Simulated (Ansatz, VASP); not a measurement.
**BN in VASP and in Ansatz**

```
B N
1.0
     2.51000    0.00000    0.00000
    -1.25500    2.17372    0.00000
     0.00000    0.00000    6.69000
B N
2 2
Direct
  0.00000 0.00000 0.50000
  0.33333 0.66667 0.00000
  0.00000 0.00000 0.00000
  0.66667 0.33333 0.50000
```

Alike in both runs: task relaxation of cell and atoms; functional PBE; dispersion D3(BJ); k mesh 12 × 12 × 4; occupations gaussian, width 0.02 eV; no spin polarisation.

|  | VASP | Ansatz |
| --- | --- | --- |
| version | VASP 6.6.1 | Ansatz 0.2.0 |
| potentials or method | VASP PAW PBE potentials, release 64 (B, N), cutoff 600 eV | scalar-relativistic, plane waves, PAW |
| valence electrons in the cell | 16 | 16 |

VASP gave:

```
gap on the k mesh at the Fermi level, each at its own relaxed structure (eV) : 4.34
relaxed volume (Å³/atom)                                                     : 8.88
relaxed cell length with the largest relative difference (Å)                 : 6.535
```

Task: Estimate Ansatz's values.

Result: gap on the k mesh at the Fermi level, each at its own relaxed structure (eV): 4.36; relaxed volume (Å³/atom): 8.97; relaxed cell length with the largest relative difference (Å): 6.597.
